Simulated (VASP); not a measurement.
Cr:

```xyz
2
Lattice="1.1471 -2.4670 0.0000 1.1471 2.4670 0.0000 0.0000 0.0000 4.0643" Properties=species:S:1:pos:R:3 pbc="T T T"
Cr    1.1471   -1.8282    3.0482
Cr    1.1471    1.8282    1.0161
```

Base run:

- Program: VASP 6.6.1
- Functional: PBEsol
- Potentials or basis: VASP PAW PBE potentials, release 64 (Cr_pv)
- Cutoff: 520 eV
- k mesh: 11 × 11 × 6
- Occupations: fermi-dirac, width 0.05 eV
- Spin: collinear spin, ferromagnetic start
- Starting moments: [1.5, 1.5] μB
- Fixed moment: 3 μB

Its results: pressure 12.1 GPa; site moments Cr +1.42 μB; largest force 0.415 eV/Å.

**Question.** The run is repeated on the same cell with these changes: fixed moment from 3 μB to 1.5 μB; moments at the start from [1.5, 1.5] to [0.75, 0.75]. What comes out?

**Answer.** Pressure 1.0 GPa; site moments Cr +0.71 μB; largest force 0.257 eV/Å.

Caveats: the PAW data sets were made with another functional, which shifts forces and pressure a little; the total moment is fixed, so each spin has its own Fermi level; the cell stands under pressure (at least some runs).
